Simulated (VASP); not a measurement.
# CdTe2Pb3 (P-4m2) in VASP: a series of runs

Runs on CdTe2Pb3. Level: PBE. Tasks: single point, relaxation of cell and atoms.

All numbers are computed with VASP 6.6.1; they aren't measurements. Logs are shortened: lines on timing, memory, paths and dates and some standing lists are left out, and cuts for length are marked.

**1. The cell of the first run**

The structure is tetragonal, space group P-4m2 (No. 115). The conventional cell has a = 4.587 Å, b = 4.587 Å, c = 9.306 Å, α = 90.00°, β = 90.00°, γ = 90.00°. Within 4.3 Å of Cd (site symmetry -4m2) lie 8 Pb at 3.24 to 3.86 Å and 4 Te at 3.82 Å. Te (site symmetry 2mm) has 7 Pb at 3.15 to 3.82 Å and 2 Cd at 3.82 Å within 4.2 Å. Pb (site symmetry -4m2) has 4 Cd at 3.24 Å and 4 Te at 3.82 Å and 4 Pb at 3.86 Å within 4.3 Å. Pb (site symmetry 2mm) has 5 Te at 3.15 to 3.24 Å and 2 Cd at 3.86 Å and 2 Pb at 3.86 Å within 4.2 Å.

The cell was generated, and may not be a known phase.

**2. Single point, PBE**

INCAR

```
SYSTEM = CdTe2Pb3
PREC = Accurate
ENCUT = 520
EDIFF = 1E-6
ISMEAR = 0
SIGMA = 0.2
LREAL = .FALSE.
LASPH = .TRUE.
NELM = 80
ALGO = Normal
ISIF = 2
LWAVE = .FALSE.
LCHARG = .FALSE.
GGA = PE
NBANDS = 42
```

KPOINTS

```
regular mesh
0
G
  4 4 2
  0 0 0
```

POSCAR

```
CdTe2Pb3
1.0
    4.5871422690      0.0000000000      0.0000000000
    0.0000000000      4.5871422690      0.0000000000
    0.0000000000      0.0000000000      9.3060606371
Cd Te Pb
1 2 3
Direct
    0.5000000000      0.5000000000      0.0000000000
    0.5000000000      0.0000000000      0.3279414962
    0.0000000000      0.5000000000      0.6720585038
    0.0000000000      0.0000000000      0.0000000000
    0.5000000000      0.0000000000      0.6668998384
    0.0000000000      0.5000000000      0.3331001616
```

Potentials or basis: VASP PAW PBE potentials, release 64 (Cd, Te, Pb_d).

Launch:

```sh
$ cat potpaw_PBE.64/Cd/POTCAR potpaw_PBE.64/Te/POTCAR potpaw_PBE.64/Pb_d/POTCAR > POTCAR
$ mpirun -np 1 vasp_std > vasp.out
```

OUTCAR:

```text
SYSTEM = CdTe2Pb3
   PREC = Accurate
   ENCUT = 520
   EDIFF = 1E-6
   ISMEAR = 0
   LREAL = .FALSE.
   LASPH = .TRUE.
   NELM = 80
   ISIF = 2
   GGA = PE

 ion  position               nearest neighbor table
   1  0.500  0.500  0.000-   4 3.24   4 3.24   4 3.24   4 3.24   5 3.86   6 3.86   6 3.86   5 3.86

   2  0.500  0.000  0.328-   5 3.15   6 3.24   6 3.24   6 3.24   6 3.24   4 3.82   4 3.82
   3  0.000  0.500  0.672-   6 3.15   5 3.24   5 3.24   5 3.24   5 3.24   4 3.82   4 3.82
   4  0.000  0.000  0.000-   1 3.24   1 3.24   1 3.24   1 3.24   3 3.82   3 3.82   2 3.82   2 3.82
                             5 3.86   6 3.86   5 3.86   6 3.86
   5  0.500  0.000  0.667-   2 3.15   3 3.24   3 3.24   3 3.24   3 3.24   1 3.86   4 3.86   4 3.86
                             1 3.86
   6  0.000  0.500  0.333-   3 3.15   2 3.24   2 3.24   2 3.24   2 3.24   4 3.86   1 3.86   4 3.86
                             1 3.86

  LATTYP: Found a simple tetragonal cell.
 ALAT       =     4.5871422690
 C/A-ratio  =     2.0287272754

  Lattice vectors:

 A1 = (   4.5871422690,   0.0000000000,   0.0000000000)
 A2 = (   0.0000000000,   4.5871422690,   0.0000000000)
 A3 = (   0.0000000000,   0.0000000000,   9.3060606371)

Analysis of symmetry for initial positions (statically):
=====================================================================
 Subroutine PRICEL returns:
 Original cell was already a primitive cell.

 Routine SETGRP: Setting up the symmetry group for a
 simple tetragonal supercell.

 Subroutine GETGRP returns: Found  8 space group operations
 (whereof  8 operations were pure point group operations)
 out of a pool of 16 trial point group operations.

The static configuration has the point symmetry D_2d.

Analysis of symmetry for dynamics (positions and initial velocities):
=====================================================================
 Subroutine PRICEL returns:
 Original cell was already a primitive cell.

 Routine SETGRP: Setting up the symmetry group for a
 simple tetragonal supercell.

 Subroutine GETGRP returns: Found  8 space group operations
 (whereof  8 operations were pure point group operations)
 out of a pool of 16 trial point group operations.

The dynamic configuration has the point symmetry D_2d.

 Subroutine INISYM returns: Found  8 space group operations
 (whereof  8 operations are pure point group operations),
 and found     1 'primitive' translations

----------------------------------------------------------------------------------------

[... 92 lines left out ...]
   NFREE  =      0    steps in history (QN), initial steepest desc. (CG)
   ISIF   =      2    stress and relaxation
   ISYM   =      2    0-nonsym 1-usesym 2-fastsym
   POTIM  = 0.5000    time-step for ionic-motion
   TEBEG  =    0.0;   TEEND  =   0.0 temperature during run
   PSTRESS=    0.0 pullay stress
   NELECT =      66.0000    total number of electrons
   NUPDOWN=      -1.0000    fix difference up-down
   EMIN   =  10.00;   EMAX   =-10.00  energy-range for DOS
   EFERMI =   0.00;   METHOD = LEGACY
   ISMEAR =     0;   SIGMA  =   0.20  broadening in eV -4-tet -1-fermi 0-gaus
   EFERMI_NEDOS =   21; number of points for ismear=-14 and -15
   IALGO  =     38    algorithm
   IMIX   =      4    mixing-type and parameters
     AMIX     =   0.40;   BMIX     =  1.00
     AMIX_MAG =   1.60;   BMIX_MAG =  1.00
  volume/ion in A,a.u.               =      32.64       220.24
  Fermi-wavevector in a.u.,A,eV,Ry     =   1.139303  2.152971 17.660527  1.298012
  Thomas-Fermi vector in A             =   2.276007
   LORBIT       =      0    0 simple, 1 ext, 2 COOP (PROOUT), +10 PAW based schemes
   GGA     = PE    functional components
   LHFCALC =     F    Hartree Fock is set to
   AEXX    =    0.0000 exact exchange contribution
   IVDW    =     0    specifies the selected vdW correction
   LEPSILON=     F    determine dielectric tensor
   LRPA    =     F    only Hartree local field effects (RPA)
 non-spin polarized calculation
 Gauss-broadening in eV      SIGMA  =   0.20
  energy-cutoff  :      520.00
  volume of cell :      195.82
 maximum number of plane-waves:      5296
 NGX is ok and might be reduce to    36
   NGX = 17   NGY = 17   NGZ = 35

 number of electron      66.0000007 magnetization

 Free energy of the ion-electron system (eV)
  ---------------------------------------------------
  ext. energy  EPLUGINS =         0.00000000
  ---------------------------------------------------
  free energy    TOTEN  =       -18.65796132 eV

  energy without entropy =      -18.61367253  energy(sigma->0) =      -18.63581693

 E-fermi :   5.6962     XC(G=0):  -9.4840

 val. band max:        5.5907961011   @ k =   0.5000   0.0000   0.0000
 cond. band min:       5.7285917014   @ k =   0.0000   0.0000   0.0000
 fundamental gap:      0.1377956003
 Fermi energy:         5.6962494956

 k-point     1 :       0.0000    0.0000    0.0000
  band No.  band energies     occupation
      1     -11.7323      2.00000
      2     -11.7077      2.00000
      3     -11.7077      2.00000
      4     -11.6913      2.00000
      5     -11.6864      2.00000
      6     -11.6600      2.00000
[... 529 lines left out ...]
     41      10.6483      0.00000
     42      10.9035      0.00000

------------------------ aborting loop because EDIFF is reached ----------------------------------------

  FORCE on cell =-STRESS in cart. coord.  units (eV):
  Direction    XX          YY          ZZ          XY          YZ          ZX
  --------------------------------------------------------------------------------------
  -------------------------------------------------------------------------------------
  Total        0.7013047      0.7013047      0.1564036      0.0000000      0.0000000      0.0000000
  in kB        5.7380860      5.7380860      1.2796963      0.0000000      0.0000000      0.0000000
  external PRESSURE =       4.2519561 kB  Pullay stress =       0.0000000 kB

 VOLUME and BASIS-vectors are now :
 -----------------------------------------------------------------------------
  energy-cutoff  :      520.00
  volume of cell :      195.82
      direct lattice vectors                 reciprocal lattice vectors
     4.587142269  0.000000000  0.000000000     0.218000651  0.000000000  0.000000000
     0.000000000  4.587142269  0.000000000     0.000000000  0.218000651  0.000000000
     0.000000000  0.000000000  9.306060637     0.000000000  0.000000000  0.107456854

 POSITION                                       TOTAL-FORCE (eV/Angst)
 -----------------------------------------------------------------------------------
      2.29357      2.29357      0.00000         0.000000     -0.000000      0.000000
      2.29357      0.00000      3.05184        -0.000000      0.000000     -0.044101
      0.00000      2.29357      6.25422        -0.000000      0.000000      0.044101
      0.00000      0.00000      0.00000        -0.000000      0.000000      0.000000
      2.29357      0.00000      6.20621        -0.000000      0.000000      0.078340
      0.00000      2.29357      3.09985        -0.000000      0.000000     -0.078340
 -----------------------------------------------------------------------------------
    total drift:                                0.000000      0.000000      0.000000

  FREE ENERGIE OF THE ION-ELECTRON SYSTEM (eV)
  ---------------------------------------------------
  free  energy   TOTEN  =       -18.6579613247 eV

  energy  without entropy=      -18.6136725306  energy(sigma->0) =      -18.63581693
```

stdout:

```text
POSCAR found type information on POSCAR CdTePb
 POSCAR found :  3 types and       6 ions
 scaLAPACK will be used
 LDA part: xc-table for (Slater+PW92), standard interpolation
 POSCAR, INCAR and KPOINTS ok, starting setup
 FFT: planning ... GRIDC
 FFT: planning ... GRID_SOFT
 FFT: planning ... GRID
 WAVECAR not read
 entering main loop
```

Wall time 76 s (1 thread of Intel Xeon Platinum 8488C (Sapphire Rapids), shared host); peak memory 0.33 GiB.

What came out:

```
Free energy            : -18.6580 eV
Pressure               : 0.4 GPa
Largest force          : 0.078 eV/Å
Band gap on the k mesh : zero (bands 33 and 34 overlap by 2.31 eV)
```

Forces in eV/Å, atoms in the order of the input:
```
Cd   0.000  0.000  0.000
Te   0.000  0.000 -0.044
Te   0.000  0.000  0.044
Pb   0.000  0.000  0.000
Pb   0.000  0.000  0.078
Pb   0.000  0.000 -0.078
```

Stress tensor (GPa, compression positive):
```
0.57 0.00 0.00
0.00 0.57 0.00
0.00 0.00 0.13
```

Caveat: spin-orbit coupling is left out, which moves the levels of the heavy elements.

**3. Single point, PBE**

INCAR

```
ALGO = Fast
EDIFF = 1E-6
ENCUT = 520
GGA = PE
ISIF = 2
ISMEAR = 0
LASPH = True
LCHARG = False
LREAL = False
LWAVE = False
NBANDS = 42
NELM = 60
PREC = Accurate
SIGMA = 0.2
```

KPOINTS

```
k-points
0
Gamma
  6 6 4
```

POSCAR

```
CdTe2Pb3
1.0
    4.6083481261      0.0000000000      0.0000000000
    0.0000000000      4.6083481261      0.0000000000
    0.0000000000      0.0000000000      9.2290145691
Cd Te Pb
1 2 3
Direct
    0.5000000000      0.5000000000      0.0000000000
    0.5000000000      0.0000000000      0.3226732727
    1.0000000000      0.5000000000      0.6773267273
    0.0000000000      0.0000000000      0.0000000000
    0.5000000000      0.0000000000      0.6750174384
    0.0000000000      0.5000000000      0.3249825616
```

Potentials or basis: VASP PAW PBE potentials, release 64 (Cd, Te, Pb_d).

Launch:

```sh
$ cat potpaw_PBE.64/Cd/POTCAR potpaw_PBE.64/Te/POTCAR potpaw_PBE.64/Pb_d/POTCAR > POTCAR
$ mpirun -np 1 vasp_std > vasp.out
```

It took 3 min on 1 thread of Intel Xeon Platinum 8488C (Sapphire Rapids), shared host; peak memory 0.42 GiB.

Results (log left out):

| Item | Value |
| --- | --- |
| Free energy | -18.6196 eV |
| Pressure | 0.0 GPa |
| Largest force | 0.017 eV/Å |
| Band gap on the k mesh | zero (bands 33 and 34 overlap by 2.04 eV) |

Forces in eV/Å, atoms in the order of the input:
```
Cd   0.000  0.000  0.000
Te   0.000  0.000 -0.017
Te   0.000  0.000  0.017
Pb   0.000  0.000  0.000
Pb   0.000  0.000 -0.008
Pb   0.000  0.000  0.008
```

Levels at points of the mesh, in eV from the Fermi level:
| k point | band 29 | band 30 | band 31 | band 32 | band 33 | band 34 | band 35 | band 36 | band 37 | band 38 |
| --- | --- | --- | --- | --- | --- | --- | --- | --- | --- | --- |
| (0.00, 0.00, 0.00) | -2.39 | -2.37 | -2.37 | -0.78 | -0.32 | 0.22 | 0.22 | 2.39 | 3.04 | 3.35 |
| (0.50, 0.00, 0.00) | -1.60 | -1.32 | -1.15 | -1.02 | -0.86 | -0.08 | 0.56 | 0.76 | 0.89 | 1.04 |
| (0.50, 0.50, 0.00) | -4.02 | -3.39 | -3.39 | -1.83 | -0.30 | -0.30 | 1.16 | 1.67 | 1.67 | 3.08 |
| (0.00, 0.00, 0.50) | -2.59 | -2.59 | -1.78 | -0.71 | 0.38 | 0.38 | 1.32 | 1.97 | 2.45 | 2.80 |
| (0.50, 0.00, 0.50) | -1.65 | -1.58 | -1.11 | -1.05 | 0.13 | 0.33 | 0.37 | 0.66 | 1.25 | 2.26 |
| (0.50, 0.50, 0.50) | -3.58 | -2.57 | -2.57 | -1.91 | -1.91 | -1.45 | 0.49 | 2.08 | 3.23 | 3.23 |

Caveat: spin-orbit coupling is left out, which moves the levels of the heavy elements.

**4. Relaxation of cell and atoms, PBE**

This run uses another cell than the first one, of 26.72 Å³/atom.

INCAR

```
PREC = Accurate
ENCUT = 600
EDIFF = 1E-7
ISMEAR = 0
SIGMA = 0.2
LREAL = F
LASPH = T
NELM = 60
ALGO = Fast
ISIF = 3
LWAVE = F
LCHARG = F
GGA = PE
IBRION = 2
NSW = 36
EDIFFG = -0.08
```

KPOINTS

```
regular mesh
0
Gamma
  4 4 2
```

POSCAR

```
CdTe2Pb3
1.0
    4.5851428300      0.0000000000      0.0000000000
    0.0000000000      4.5851428300      0.0000000000
    0.0000000000      0.0000000000      7.6270916100
Cd Te Pb
1 2 3
Direct
    0.5000000000      0.5000000000      0.0000000000
    0.5000000000      0.0000000000      0.2671410100
    0.0000000000      0.5000000000      0.7328589900
    0.0000000000      0.0000000000      0.0000000000
    0.5000000000      0.0000000000      0.6756250300
    0.0000000000      0.5000000000      0.3243749700
```

Launch:

```sh
$ cat potpaw_PBE.64/Cd/POTCAR potpaw_PBE.64/Te/POTCAR potpaw_PBE.64/Pb_d/POTCAR > POTCAR
$ mpirun -np 1 vasp_std > vasp.out
```

Run time: 22 min. Hardware: 1 thread of Intel Xeon Platinum 8488C (Sapphire Rapids), shared host; peak memory 0.4 GiB.

Results (log left out):

```yaml
Free_energy: -18.6527 eV
Relaxed_volume: 32.78 Å³/atom
Relaxed_cell: a = 4.630 Å, b = 4.630 Å, c = 9.176 Å, α = 90.00°, β = 90.00°, γ = 90.00°
Space_group_after_relaxing_to_0.1_Å: P-4m2 (No. 115)
Energy_gained_by_relaxing: 335.1 meV/atom
Ionic_steps: 12
Pressure_after_relaxing: -0.1 GPa
Largest_force_after_relaxing: 0.027 eV/Å
Band_gap_on_the_k_mesh: zero (bands 33 and 34 overlap by 2.18 eV)
```

Forces on the atoms (eV/Å):
```
Cd   0.000  0.000  0.000
Te   0.000  0.000  0.020
Te   0.000  0.000 -0.020
Pb   0.000  0.000  0.000
Pb   0.000  0.000  0.027
Pb   0.000  0.000 -0.027
```

Stress tensor (GPa, compression positive):
```
-0.24  0.00  0.00
 0.00 -0.24  0.00
 0.00  0.00  0.30
```

Step by step:
```csv
step,energy change (eV),largest force (eV/Å),pressure (GPa),volume (Å³)
1,0.0000,1.4951,12.81,160.35
2,-1.2580,0.6026,-2.55,215.20
3,-1.3721,0.7369,-0.26,199.33
4,-1.3724,0.7294,-0.40,200.17
5,-1.4625,0.7352,-0.41,199.30
6,-1.7308,0.6474,-0.32,196.40
7,-1.9287,0.2207,1.52,189.39
8,-1.9515,0.3395,0.65,191.81
9,-1.9559,0.2950,0.89,191.05
10,-1.9857,0.1586,-1.01,201.87
11,-1.9922,0.1893,-0.48,198.49
12,-2.0105,0.0266,-0.06,196.70
```

Final structure:
```
Cd Te Pb
1.0
     4.62995    0.00000    0.00000
     0.00000    4.62995    0.00000
     0.00000    0.00000    9.17596
Cd Te Pb
1 2 3
Direct
  0.50000 0.50000 0.00000
  0.50000 0.00000 0.32332
  0.00000 0.50000 0.67668
  0.00000 0.00000 0.00000
  0.50000 0.00000 0.67044
  0.00000 0.50000 0.32956
```

Levels at points of the mesh, in eV from the Fermi level:
| k point | band 29 | band 30 | band 31 | band 32 | band 33 | band 34 | band 35 | band 36 | band 37 | band 38 |
| --- | --- | --- | --- | --- | --- | --- | --- | --- | --- | --- |
| (0.00, 0.00, 0.00) | -2.44 | -2.43 | -2.43 | -0.97 | -0.49 | 0.03 | 0.03 | 2.27 | 3.01 | 3.25 |
| (0.50, 0.00, 0.00) | -1.74 | -1.45 | -1.31 | -1.18 | -0.95 | -0.16 | 0.47 | 0.67 | 0.83 | 0.98 |
| (0.50, 0.50, 0.00) | -4.04 | -3.55 | -3.55 | -2.01 | -0.42 | -0.42 | 1.04 | 1.64 | 1.64 | 2.98 |
| (0.00, 0.00, 0.50) | -2.66 | -2.66 | -1.95 | -0.90 | 0.20 | 0.20 | 1.20 | 1.97 | 2.37 | 2.67 |
| (0.50, 0.00, 0.50) | -1.78 | -1.71 | -1.25 | -1.20 | 0.04 | 0.21 | 0.27 | 0.55 | 1.18 | 2.07 |
| (0.50, 0.50, 0.50) | -3.61 | -2.71 | -2.71 | -2.06 | -2.06 | -1.60 | 0.34 | 1.95 | 3.23 | 3.23 |

Caveat: the k points lie up to 0.34 Å⁻¹ apart in the final cell, too coarse for converged energies and pressures of a metal; the volume moved by over 15 % at a fixed basis, so the end points are rough; spin-orbit coupling is left out, which moves the levels of the heavy elements.

**5. Overview**

```csv
task,cell,k mesh,cutoff (eV),gap on the mesh (eV),pressure (GPa),largest force (eV/Å)
single point,"a = 4.587, b = 4.587, c = 9.306 Å, 6 atoms, atomic positions A",4 × 4 × 2,520,none,0.4,0.08
single point,"a = 4.608, b = 4.608, c = 9.229 Å, 6 atoms, atomic positions B",6 × 6 × 4,520,none,0.0,0.02
relaxation of cell and atoms,"relaxed from a = 4.585, b = 4.585, c = 7.627 Å, 6 atoms, atomic positions C",4 × 4 × 2,600,none,-0.1,0.03
```

Alike in all rows: level PBE; potentials or basis VASP PAW PBE potentials, release 64 (Cd, Te, Pb_d); no spin polarisation; smearing gaussian 0.2 eV.

Caveats: some runs use coarse meshes; spin-orbit coupling is left out, which moves the levels of the heavy elements; the volume moved by over 15 % at a fixed basis, so the end points are rough (at least some runs).

Total energies depend on the potentials used, so only differences within one code and one set of settings carry meaning.

The gap in the log of VASP goes by the Fermi energy; the results here count the filled bands.